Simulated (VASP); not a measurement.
Input of a VASP 6.6.1 run:

File INCAR:

```
SYSTEM = CaS
PREC = Accurate ; ENCUT = 500
EDIFF = 1E-7 ; ISMEAR = -1
SIGMA = 0.02 ; LREAL = .FALSE.
LASPH = .TRUE. ; NELM = 120
ALGO = Normal ; ISIF = 3
LWAVE = .FALSE. ; LCHARG = .FALSE.
IBRION = 2 ; NSW = 100
EDIFFG = -0.005 ; ISYM = 0
GGA_COMPAT = .FALSE. ; NELMIN = 4
```

Contents of KPOINTS:

```
Automatic mesh
0
Gamma
  8 8 8
  0.5 0.5 0.5
```

File POSCAR:

```
CaS
1.0
    0.0000000000      2.8804121851      2.8804121851
    2.8804121851      0.0000000000      2.8804121851
    2.8804121851      2.8804121851      0.0000000000
Ca S
1 1
Direct
    0.0000000000      0.0000000000      0.0000000000
    0.5000000000      0.5000000000      0.5000000000
```

Potentials or basis: VASP PAW LDA potentials, release 64 (Ca_sv, S).

The run is started by

```console
$ cat potpaw_LDA.64/Ca_sv/POTCAR potpaw_LDA.64/S/POTCAR > POTCAR
$ mpirun -np 1 vasp_std > vasp.out
```

Task: Predict the space group after relaxing (to 0.1 Å).

Result: Fm-3m (No. 225).

Task: What does it give for the band gap on the k mesh?

Result: 2.19 eV (least direct gap 3.00 eV).

Task: Estimate the relaxed cell.

Result: a = 3.939 Å, b = 3.939 Å, c = 3.939 Å, α = 60.00°, β = 60.00°, γ = 60.00°.

Final structure:
```cif
data_structure
_symmetry_space_group_name_H-M 'P 1'
_symmetry_Int_Tables_number 1
_cell_length_a 3.9393
_cell_length_b 3.9393
_cell_length_c 3.9393
_cell_angle_alpha 60.000
_cell_angle_beta 60.000
_cell_angle_gamma 60.000
_cell_volume 43.23
loop_
_atom_site_label
_atom_site_type_symbol
_atom_site_fract_x
_atom_site_fract_y
_atom_site_fract_z
_atom_site_occupancy
Ca1 Ca 0.00000 0.00000 0.00000 1
S1 S 0.50000 0.50000 0.50000 1
```

Caveat: a shifted mesh leaves out Γ, where band edges can lie. LDA usually gives volumes a few per cent too small.
